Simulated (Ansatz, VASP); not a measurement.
## Li in VASP and in Ansatz

Contents of INCAR:

```
ALGO = Normal ; EDIFF = 1E-6
ENCUT = 520 ; ISIF = 2
ISMEAR = -1 ; LASPH = T
LCHARG = T ; LELF = T
LREAL = F ; LVHAR = T
LWAVE = F ; NBANDS = 12
NELM = 60 ; PREC = Accurate
SIGMA = 0.08
```

File KPOINTS:

```
k-points
0
Gamma
  12 12 12
```

POSCAR

```
Li
1.0
    1.5453133117      0.8921870565      7.5629208807
   -1.5453133117      0.8921870565      7.5629208807
    0.0000000000     -1.7843741130      7.5629208807
Li
3
Direct
    0.0000000000      0.0000000000      0.0000000000
    0.2220000000      0.2220000000      0.2220000000
    0.7780000000      0.7780000000      0.7780000000
```

Input for Ansatz:

```yaml
crystal:
  lattice:
    - [1.5453133117, 0.8921870565, 7.5629208807]
    - [-1.5453133117, 0.8921870565, 7.5629208807]
    - [0.0, -1.784374113, 7.5629208807]
  atoms:
    - { symbol: Li, position: [0.0, 0.0, 0.0] }
    - { symbol: Li, position: [0.222, 0.222, 0.222] }
    - { symbol: Li, position: [0.778, 0.778, 0.778] }
kpoints:
  mp_grid: { grid: [12, 12, 12] }
  band_path:
    path:
      - [0.0, 0.0, 0.0]
      - [0.5, 0.5, 0.5]
      - [0.824055609, 0.175944391, 0.5]
      - [0.5, -0.175944391, 0.175944391]
      - [0.5, 0.0, 0.0]
      - [0.0, 0.0, 0.0]
      - [0.3379721955, -0.3379721955, 0.0]
      - [0.6620278045, 0.0, 0.3379721955]
      - [0.5, 0.0, 0.5]
    npoints: 5
scf:
  occupations: { method: fermi_dirac, width: 0.08 }
hamiltonian:
  xc: lda
  pseudopotentials: { kind: all_electron, lapw: { basis_error: 0.001 } }
output:
  forces: true
  stress: true
  eigenvalues: true
```

Change from the starting cell: volume scaled by 0.99.

Alike in both runs: task single point; functional LDA; k mesh 12 × 12 × 12; occupations fermi-dirac, width 0.08 eV; no spin polarisation.

|  | VASP | Ansatz |
| --- | --- | --- |
| version | VASP 6.6.1 | Ansatz 0.2.0 |
| potentials or method | VASP PAW LDA potentials, release 64 (Li_sv), cutoff 520 eV | all-electron LAPW, scalar-relativistic |

|  | VASP | Ansatz | Ansatz less VASP |
| --- | --- | --- | --- |
| rms of the force components (eV/Å) | 0.004 | 0.004 | -0.0002 |

LDA's correlation is that of Perdew and Zunger in VASP and of Perdew and Wang (1992) in Ansatz. Atom by atom the forces differ by 0.000 eV/Å (rms over components). Ansatz ran all-electron here, and VASP with PAW potentials.

Noted on VASP's run: the cutoff is short for stress, so the pressure is rough.
